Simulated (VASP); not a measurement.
# NaCl in VASP: notebook

NaCl is run at these levels: HSE06, r2SCAN; tasks: single point.

All numbers are computed with VASP 6.6.1; they aren't measurements. Logs are shortened: lines on timing, memory, paths and dates and some standing lists are left out, and cuts for length are marked.

## (1) The cell of the first run

The structure is cubic, space group Pm-3m (No. 221). Conventional cell: a = 3.447 Å, b = 3.447 Å, c = 3.447 Å, α = 90.00°, β = 90.00°, γ = 90.00°. Na (site symmetry m-3m) has 8 Cl at 2.99 Å and 6 Na at 3.45 Å within 3.9 Å. Cl (site symmetry m-3m) has 8 Na at 2.99 Å and 6 Cl at 3.45 Å within 3.9 Å.

## (2) Single point, HSE06 (strain -0.3%)

POSCAR reads:

```
NaCl
1.0
    3.4474374293      0.0000000000      0.0000000000
    0.0000000000      3.4474374293      0.0000000000
    0.0000000000      0.0000000000      3.4474374293
Na Cl
1 1
Direct
    0.0000000000      0.0000000000      0.0000000000
    0.5000000000      0.5000000000      0.5000000000
```

INCAR.step1 reads:

```
SYSTEM = NaCl
PREC = Accurate
ENCUT = 520
EDIFF = 1E-5
ISMEAR = 0
SIGMA = 0.01
LREAL = .False.
LASPH = .True.
NELM = 80
ALGO = Normal
ISIF = 2
LWAVE = .True.
LCHARG = .False.
NBANDS = 14
GGA = PE
```

INCAR.step2 reads:

```
SYSTEM = NaCl
PREC = Accurate
ENCUT = 520
EDIFF = 1E-6
ISMEAR = 0
SIGMA = 0.01
LREAL = .False.
LASPH = .True.
NELM = 80
ALGO = Normal
ISIF = 2
LWAVE = .False.
LCHARG = .False.
GGA = PE
LHFCALC = .True.
HFSCREEN = 0.2079
PRECFOCK = Normal
NBANDS = 14
ISTART = 1
```

KPOINTS reads:

```
regular mesh
0
Gamma
  6 6 6
  0 0 0
```

Potentials or basis: VASP PAW PBE potentials, release 64 (Na_pv, Cl).

The run is started by

```
> cat potpaw_PBE.64/Na_pv/POTCAR potpaw_PBE.64/Cl/POTCAR > POTCAR
> cp INCAR.step1 INCAR
> mpirun -np 1 vasp_std > vasp.out
> cp INCAR.step2 INCAR
> mpirun -np 1 vasp_std > vasp.out
```

OUTCAR:

```text
SYSTEM = NaCl
   PREC = Accurate
   ENCUT = 520
   EDIFF = 1E-6
   ISMEAR = 0
   LREAL = .False.
   LASPH = .True.
   NELM = 80
   ISIF = 2
   GGA = PE
   LHFCALC = .True.
   HFSCREEN = 0.2079
   PRECFOCK = Normal
   ISTART = 1

 ion  position               nearest neighbor table
   1  0.000  0.000  0.000-
   2  0.500  0.500  0.500-

  LATTYP: Found a simple cubic cell.
 ALAT       =     3.4474374293

  Lattice vectors:

 A1 = (   3.4474374293,   0.0000000000,   0.0000000000)
 A2 = (   0.0000000000,   3.4474374293,   0.0000000000)
 A3 = (   0.0000000000,   0.0000000000,   3.4474374293)

Analysis of symmetry for initial positions (statically):
=====================================================================
 Subroutine PRICEL returns:
 Original cell was already a primitive cell.

 Routine SETGRP: Setting up the symmetry group for a
 simple cubic supercell.

 Subroutine GETGRP returns: Found 48 space group operations
 (whereof 48 operations were pure point group operations)
 out of a pool of 48 trial point group operations.

The static configuration has the point symmetry O_h .

Analysis of symmetry for dynamics (positions and initial velocities):
=====================================================================
 Subroutine PRICEL returns:
 Original cell was already a primitive cell.

 Routine SETGRP: Setting up the symmetry group for a
 simple cubic supercell.

 Subroutine GETGRP returns: Found 48 space group operations
 (whereof 48 operations were pure point group operations)
 out of a pool of 48 trial point group operations.

The dynamic configuration has the point symmetry O_h .

 Subroutine INISYM returns: Found 48 space group operations
 (whereof 48 operations are pure point group operations),
 and found     1 'primitive' translations

----------------------------------------------------------------------------------------

                                     Primitive cell

  volume of cell :      40.9722

  direct lattice vectors                    reciprocal lattice vectors
     3.447437429  0.000000000  0.000000000     0.290070529  0.000000000  0.000000000
     0.000000000  3.447437429  0.000000000     0.000000000  0.290070529  0.000000000
     0.000000000  0.000000000  3.447437429     0.000000000  0.000000000  0.290070529

  length of vectors
     3.447437429  3.447437429  3.447437429     0.290070529  0.290070529  0.290070529

  position of ions in fractional coordinates (direct lattice)
     0.000000000  0.000000000  0.000000000
     0.500000000  0.500000000  0.500000000

  ion indices of the primitive-cell ions
   primitive index   ion index
                 1           1
                 2           2

----------------------------------------------------------------------------------------

 KPOINTS: regular mesh

Automatic generation of k-mesh.
 Grid dimensions read from file:
 generate k-points for:    6    6    6

 Generating k-lattice:

  Cartesian coordinates                     Fractional coordinates (reciprocal lattice)
     0.048345088  0.000000000  0.000000000     0.166666667  0.000000000  0.000000000
     0.000000000  0.048345088  0.000000000     0.000000000  0.166666667  0.000000000
     0.000000000  0.000000000  0.048345088     0.000000000  0.000000000  0.166666667

  Length of vectors
     0.048345088  0.048345088  0.048345088

  Shift w.r.t. Gamma in fractional coordinates (k-lattice)
     0.000000000  0.000000000  0.000000000

 Subroutine IBZKPT returns following result:
 ===========================================

 Found     20 irreducible k-points:

 Following reciprocal coordinates:
            Coordinates               Weight
  0.000000  0.000000  0.000000      1.000000
  0.166667  0.000000  0.000000      6.000000
  0.333333  0.000000  0.000000      6.000000
  0.500000  0.000000  0.000000      3.000000
  0.166667  0.166667  0.000000     12.000000
  0.333333  0.166667  0.000000     24.000000
[... 12 lines left out ...]
  0.500000  0.500000  0.333333      6.000000
  0.500000  0.500000  0.500000      1.000000
   k-points           NKPTS =     20   k-points in BZ     NKDIM =    216   number of bands    NBANDS=     14
   number of dos      NEDOS =    301   number of ions     NIONS =      2
   total plane-waves  NPLWV =  21952
   dimension x,y,z NGX =    28 NGY =   28 NGZ =   28
   dimension x,y,z NGXF=    56 NGYF=   56 NGZF=   56
   ions per type =               1   1
   NGX,Y,Z   is equivalent  to a cutoff of  13.50, 13.50, 13.50 a.u.
   NGXF,Y,Z  is equivalent  to a cutoff of  27.00, 27.00, 27.00 a.u.
 SYSTEM =  NaCl
   PREC   = accura    normal or accurate (medium, high low for compatibility)
   ISTART =      1    job   : 0-new  1-cont  2-samecut
   ICHARG =      0    charge: 1-file 2-atom 10-const
   ISPIN  =      1    spin polarized calculation?
   LNONCOLLINEAR =      F non collinear calculations
   LSORBIT =      F    spin-orbit coupling
   LASPH  =      T    aspherical Exc in radial PAW
   ENCUT  =  520.0 eV  38.22 Ry    6.18 a.u.   6.41  6.41  6.41*2*pi/ulx,y,z
   NELM   =     80;   NELMIN=  2; NELMDL=  0     # of ELM steps
   EDIFF  = 0.1E-05   stopping-criterion for ELM
   LREAL  =      F    real-space projection
   EDIFFG = 0.1E-04   stopping-criterion for IOM
   NSW    =      0    number of steps for IOM
   IBRION =     -1    ionic relax: 0-MD 1-quasi-New 2-CG
   NFREE  =      0    steps in history (QN), initial steepest desc. (CG)
   ISIF   =      2    stress and relaxation
   ISYM   =      3    0-nonsym 1-usesym 2-fastsym
   POTIM  = 0.5000    time-step for ionic-motion
   TEBEG  =    0.0;   TEEND  =   0.0 temperature during run
   PSTRESS=    0.0 pullay stress
   NELECT =      14.0000    total number of electrons
   NUPDOWN=      -1.0000    fix difference up-down
   EMIN   =  10.00;   EMAX   =-10.00  energy-range for DOS
   EFERMI =   0.00;   METHOD = LEGACY
   ISMEAR =     0;   SIGMA  =   0.01  broadening in eV -4-tet -1-fermi 0-gaus
   EFERMI_NEDOS =   21; number of points for ismear=-14 and -15
   IALGO  =     38    algorithm
   IMIX   =      1    mixing-type and parameters
     AMIX     =   0.40;   BMIX     =  1.00
     AMIX_MAG =   1.60;   BMIX_MAG =  1.00
  volume/ion in A,a.u.               =      20.49       138.25
  Fermi-wavevector in a.u.,A,eV,Ry     =   1.144514  2.162818 17.822439  1.309912
  Thomas-Fermi vector in A             =   2.281206
   LORBIT       =      0    0 simple, 1 ext, 2 COOP (PROOUT), +10 PAW based schemes
   GGA     = PE    functional components
   LHFCALC =     T    Hartree Fock is set to
   PRECFOCK=normal    Normal, Fast or Accurate (Low or Medium for compatibility)
   ENCUT4O =  -1.0   cutoff for four orbital integrals eV
   NKREDX  =     1    reduce k-point grid by
   NKREDY  =     1    reduce k-point grid by
   NKREDZ  =     1    reduce k-point grid by
   AEXX    =    0.2500 exact exchange contribution
   HFSCREEN=    0.2079 screening length (either q_TF or 0.3 A-1)
   HFSCREENC=   0.2079 screening length for correlation (either q_TF or 0.3 A-1)
   ENCUTFOCK=  -1.0 apply spherical cutoff to Coloumb kernel
   IVDW    =     0    specifies the selected vdW correction
   LEPSILON=     F    determine dielectric tensor
   LRPA    =     F    only Hartree local field effects (RPA)
 non-spin polarized calculation
 Gauss-broadening in eV      SIGMA  =   0.01
  energy-cutoff  :      520.00
  volume of cell :       40.97
 maximum number of plane-waves:      1141
 NGX is ok and might be reduce to    28
  NGX = 20; NGY = 20; NGZ = 20

 number of electron      14.0000005 magnetization

 Free energy of the ion-electron system (eV)
  ---------------------------------------------------
  ext. energy  EPLUGINS =         0.00000000
  ---------------------------------------------------
  free energy    TOTEN  =        -7.55372311 eV

  energy without entropy =       -7.55372311  energy(sigma->0) =       -7.55372311

 E-fermi :  -0.0483     XC(G=0):  -7.1706

 val. band max:       -0.1647677446   @ k =   0.5000   0.5000   0.0000
 cond. band min:       5.2950804775   @ k =   0.0000   0.0000   0.0000
 fundamental gap:      5.4598482222
 Fermi energy:        -0.0482989379

 k-point     1 :       0.0000    0.0000    0.0000
  band No.  band energies     occupation
      1     -24.3443      2.00000
      2     -24.3443      2.00000
      3     -24.3443      2.00000
      4     -14.9778      2.00000
      5      -0.7387      2.00000
      6      -0.7387      2.00000
      7      -0.7387      2.00000
      8       5.2951      0.00000
      9       9.7089      0.00000
     10       9.7089      0.00000
     11      17.7110      0.00000
     12      17.7112      0.00000
     13      17.7112      0.00000
     14      17.7112      0.00000

 k-point     2 :       0.1667    0.0000    0.0000
  band No.  band energies     occupation
      1     -24.3558      2.00000
      2     -24.3432      2.00000
      3     -24.3432      2.00000
      4     -14.8754      2.00000
      5      -1.6192      2.00000
      6      -0.6733      2.00000
      7      -0.6733      2.00000
      8       6.0541      0.00000
      9      10.0333      0.00000
     10      10.3744      0.00000
     11      15.5849      0.00000
     12      15.5849      0.00000
     13      17.0121      0.00000
     14      17.9346      0.00000

 k-point     3 :       0.3333    0.0000    0.0000
  band No.  band energies     occupation
      1     -24.3787      2.00000
      2     -24.3410      2.00000
      3     -24.3410      2.00000
      4     -14.6577      2.00000
      5      -2.9671      2.00000
      6      -0.5373      2.00000
      7      -0.5373      2.00000
      8       7.3774      0.00000
      9      10.8382      0.00000
     10      10.9424      0.00000
     11      13.9503      0.00000
     12      13.9503      0.00000
     13      15.9132      0.00000
     14      17.7036      0.00000

 k-point     4 :       0.5000    0.0000    0.0000
  band No.  band energies     occupation
      1     -24.3901      2.00000
      2     -24.3399      2.00000
      3     -24.3399      2.00000
      4     -14.5415      2.00000
      5      -3.5338      2.00000
      6      -0.4664      2.00000
      7      -0.4664      2.00000
      8       8.2743      0.00000
      9      10.2737      0.00000
     10      11.7784      0.00000
     11      13.3504      0.00000
     12      13.3504      0.00000
     13      14.4068      0.00000
     14      18.8271      0.00000

 k-point     5 :       0.1667    0.1667    0.0000
  band No.  band energies     occupation
      1     -24.3556      2.00000
      2     -24.3530      2.00000
      3     -24.3421      2.00000
      4     -14.7787      2.00000
      5      -1.6445      2.00000
      6      -1.3713      2.00000
      7      -0.6064      2.00000
      8       6.7521      0.00000
      9      10.3740      0.00000
     10      10.8426      0.00000
     11      13.9759      0.00000
[... 208 lines left out ...]
 k-point    18 :       0.5000    0.3333    0.3333
  band No.  band energies     occupation
      1     -24.3763      2.00000
      2     -24.3658      2.00000
      3     -24.3644      2.00000
      4     -14.0582      2.00000
      5      -2.5958      2.00000
      6      -2.0143      2.00000
      7      -1.9298      2.00000
      8       8.1029      0.00000
      9       8.8852      0.00000
     10       9.5410      0.00000
     11      15.1227      0.00000
     12      15.5751      0.00000
     13      15.8334      0.00000
     14      17.2026      0.00000

 k-point    19 :       0.5000    0.5000    0.3333
  band No.  band energies     occupation
      1     -24.3743      2.00000
      2     -24.3743      2.00000
      3     -24.3635      2.00000
      4     -13.9709      2.00000
      5      -2.4466      2.00000
      6      -2.4466      2.00000
      7      -1.8535      2.00000
      8       7.7499      0.00000
      9       8.9576      0.00000
     10       8.9576      0.00000
     11      14.6164      0.00000
     12      15.6519      0.00000
     13      17.5160      0.00000
     14      17.5160      0.00000

 k-point    20 :       0.5000    0.5000    0.5000
  band No.  band energies     occupation
      1     -24.3726      2.00000
      2     -24.3726      2.00000
      3     -24.3726      2.00000
      4     -13.8831      2.00000
      5      -2.3205      2.00000
      6      -2.3205      2.00000
      7      -2.3205      2.00000
      8       8.2756      0.00000
      9       8.2756      0.00000
     10       8.2756      0.00000
     11      13.4987      0.00000
     12      17.9810      0.00000
     13      17.9810      0.00000
     14      17.9810      0.00000

------------------------ aborting loop because EDIFF is reached ----------------------------------------

  FORCE on cell =-STRESS in cart. coord.  units (eV):
  Direction    XX          YY          ZZ          XY          YZ          ZX
  --------------------------------------------------------------------------------------
  -------------------------------------------------------------------------------------
  Total        0.2248865      0.2248865      0.2248865     -0.0000000     -0.0000000      0.0000000
  in kB        8.7939677      8.7939677      8.7939677     -0.0000000     -0.0000000      0.0000000
  external PRESSURE =       8.7939677 kB  Pullay stress =       0.0000000 kB

 VOLUME and BASIS-vectors are now :
 -----------------------------------------------------------------------------
  energy-cutoff  :      520.00
  volume of cell :       40.97
      direct lattice vectors                 reciprocal lattice vectors
     3.447437429  0.000000000  0.000000000     0.290070529  0.000000000  0.000000000
     0.000000000  3.447437429  0.000000000     0.000000000  0.290070529  0.000000000
     0.000000000  0.000000000  3.447437429     0.000000000  0.000000000  0.290070529

 POSITION                                       TOTAL-FORCE (eV/Angst)
 -----------------------------------------------------------------------------------
      0.00000      0.00000      0.00000         0.000000      0.000000      0.000000
      1.72372      1.72372      1.72372         0.000000      0.000000      0.000000
 -----------------------------------------------------------------------------------
    total drift:                               -0.000044     -0.000047     -0.000052

  FREE ENERGIE OF THE ION-ELECTRON SYSTEM (eV)
  ---------------------------------------------------
  free  energy   TOTEN  =        -7.5537231060 eV

  energy  without entropy=       -7.5537231060  energy(sigma->0) =       -7.55372311
```

It took 25 min on 1 thread of Intel Xeon 8259CL, shared host; peak memory 0.27 GiB.

What came out:

```yaml
Free_energy: -7.5537 eV
Pressure: 0.9 GPa
Band_gap_on_the_k_mesh: 5.46 eV (least direct gap 6.03 eV)
```

Caveat: the cell differs from its parent crystal (strain -0.3%); the structure was generated, so it needn't be the stable form of NaCl; the PAW data sets were made with another functional, which shifts forces and pressure a little.

## (3) Single point, r2SCAN (biaxial xy strain +5.4%)

POSCAR reads:

```
NaCl
1.0
    3.6449774967      0.0000000000      0.0000000000
    0.0000000000      3.6449774967      0.0000000000
    0.0000000000      0.0000000000      3.4595458397
Na Cl
1 1
Direct
    0.0000000000      0.0000000000      0.0000000000
    0.5000000000      0.5000000000      0.5000000000
```

INCAR.step1 reads:

```
SYSTEM = NaCl
  PREC = Accurate
  ENCUT = 1250
  ISMEAR = 0
  SIGMA = 0.01
  LREAL = .FALSE.
  LASPH = .TRUE.
  NELM = 120
  NBANDS = 15
  GGA = PE
  ALGO = Normal
  EDIFF = 1E-5
  LWAVE = .TRUE.
  LCHARG = .FALSE.
  GGA_COMPAT = .FALSE.
```

INCAR.step2 reads:

```
SYSTEM = NaCl
  PREC = Accurate
  ENCUT = 1250
  EDIFF = 1E-6
  ISMEAR = 0
  SIGMA = 0.01
  LREAL = .FALSE.
  LASPH = .TRUE.
  NELM = 120
  ALGO = Normal
  ISIF = 2
  LWAVE = .FALSE.
  LCHARG = .FALSE.
  METAGGA = R2SCAN
  LMIXTAU = .TRUE.
  NBANDS = 15
  ISTART = 1
  GGA_COMPAT = .FALSE.
```

KPOINTS reads:

```
regular mesh
0
G
  8 8 8
  0 0 0
```

Potentials or basis: VASP PAW PBE potentials, release 64 (Na_sv, Cl).

The run is started by

```
> cat potpaw_PBE.64/Na_sv/POTCAR potpaw_PBE.64/Cl/POTCAR > POTCAR
> cp INCAR.step1 INCAR
> mpirun -np 1 vasp_std > vasp.out
> cp INCAR.step2 INCAR
> mpirun -np 1 vasp_std > vasp.out
```

Wall time 5.4 min (1 thread of Intel Xeon Platinum 8488C (Sapphire Rapids), shared host); peak memory 0.39 GiB.

Results (log left out):

```
Free energy            : -13.3959 eV
Pressure               : -2.4 GPa
Band gap on the k mesh : 4.30 eV (least direct gap 4.68 eV)
```

Stress tensor (GPa, compression positive):
```
-3.66  0.00  0.00
 0.00 -3.66  0.00
 0.00  0.00  0.13
```

Levels at points of the mesh, in eV from the valence-band top:
| k point | band 5 | band 6 | band 7 | band 8 | band 9 | band 10 | band 11 | band 12 |
| --- | --- | --- | --- | --- | --- | --- | --- | --- |
| (0.00, 0.00, 0.00) | -13.95 | -0.80 | -0.80 | -0.37 | 4.30 | 8.84 | 9.38 | 15.73 |
| (0.50, 0.00, 0.00) | -13.68 | -2.89 | -0.60 | -0.19 | 7.26 | 8.67 | 11.14 | 11.84 |
| (0.50, 0.50, 0.00) | -13.48 | -2.32 | -2.32 | 0.00 | 5.82 | 10.68 | 11.28 | 11.28 |
| (0.00, 0.00, 0.50) | -13.58 | -2.89 | -0.52 | -0.52 | 7.13 | 9.01 | 11.02 | 12.02 |
| (0.50, 0.00, 0.50) | -13.38 | -2.35 | -2.19 | -0.30 | 6.12 | 10.18 | 10.96 | 11.41 |
| (0.50, 0.50, 0.50) | -13.17 | -2.01 | -1.85 | -1.85 | 7.49 | 7.52 | 7.52 | 12.16 |

Caveat: the cell differs from its parent crystal (biaxial xy strain +5.4%); the structure was generated, so it needn't be the stable form of NaCl; the PAW data sets were made with another functional, which shifts forces and pressure a little. A k mesh can miss the band edges.
